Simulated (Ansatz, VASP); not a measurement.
## One calculation of ZnS, two programs

```
Zn S
1.0
     0.00000    2.68399    2.73839
     2.68399    0.00000    2.73839
     2.68399    2.68399    0.00000
Zn S
1 1
Direct
  0.25000 0.25000 0.25000
  0.00000 0.00000 0.00000
```

Alike in both runs: task single point; functional PBEsol; k mesh 6 × 6 × 6; occupations gaussian, width 0.02 eV; no spin polarisation.

|  | VASP | Ansatz |
| --- | --- | --- |
| version | VASP 6.6.1 | Ansatz 0.2.0 |
| potentials or method | VASP PAW PBE potentials, release 64 (Zn, S), cutoff 520 eV | plane waves, PAW |
| valence electrons in the cell | 18 | 18 |

```csv
,VASP,Ansatz,Ansatz less VASP
pressure (GPa),-1.8,-2.0,-0.21
"traceless stress, the component that is largest in VASP (GPa)",-0.60,-0.60,-0.003
```

VASP's potentials were made for PBE, not for PBEsol. With one functional, cell and mesh, what is left measures potentials, basis and numerics. Ansatz's warnings: stress scf threshold loose.
